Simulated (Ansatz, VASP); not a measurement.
C in VASP and in Ansatz

```
C
1.0
     0.00000    2.12700    3.34800
     1.22800    0.00000    3.34800
     1.22800    2.12700    0.00000
C
2
Direct
  0.16667 0.83333 0.16667
  0.83333 0.16667 0.83333
```

Alike in both runs: task single point; functional LDA; k mesh 16 × 16 × 16; occupations methfessel-paxton of order 1, width 0.3 eV; no spin polarisation.

|  | VASP | Ansatz |
| --- | --- | --- |
| version | VASP 6.6.1 | Ansatz 0.2.0 |
| potentials or method | VASP PAW LDA potentials, release 64 (C), cutoff 520 eV | plane waves, PAW |
| valence electrons in the cell | 8 | 8 |

```csv
,VASP,Ansatz,Ansatz less VASP
pressure (GPa),-3.0,-3.8,-0.79
"traceless stress, the component that is largest in VASP (GPa)",3.14,4.05,+0.909
```

LDA's correlation is that of Perdew and Zunger in VASP and of Perdew and Wang (1992) in Ansatz.
